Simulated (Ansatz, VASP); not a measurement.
**Be6N in VASP and in Ansatz**

```xyz
7
Lattice="6.4415 0.0000 0.0000 -3.2207 5.5785 0.0000 0.0000 0.0000 1.9926" Properties=species:S:1:pos:R:3 pbc="T T T"
Be   -1.0829    1.8756    0.9963
Be    2.1379    3.7029    0.9963
Be    2.1657    0.0000    0.9963
Be   -2.1379    3.7029    0.9963
Be    1.0829    1.8756    0.9963
Be    4.2758    0.0000    0.9963
N     0.0000    0.0000    0.0000
```

Change from the starting cell: species swapped into the LiC6 type (P6/mmm, No. 191).

Alike in both runs: functional PBE; k mesh 6 × 6 × 6; occupations gaussian, width 0.1 eV; no spin polarisation.

Ansatz relaxed the structure, and its values are those at the end. VASP's run is a single point on that final structure, the one shown.

```csv
,VASP,Ansatz
version,VASP 6.6.1,Ansatz 0.2.0
potentials or method,"VASP PAW PBE potentials, release 64 (Be, N), cutoff 520 eV","scalar-relativistic, plane waves, PAW"
valence electrons in the cell,17,17
```

```tsv
	VASP	Ansatz	Ansatz less VASP
gap on the k mesh at the Fermi level (eV)	none	none	-
pressure (GPa)	0.2	0.1	-0.04
rms of the force components (eV/Å)	0.003	0.003	+0.0002
```

A gap of «none» marks a metal or a gap that the smearing closes.

The k mesh is coarse, so the values compare programs but aren't converged.
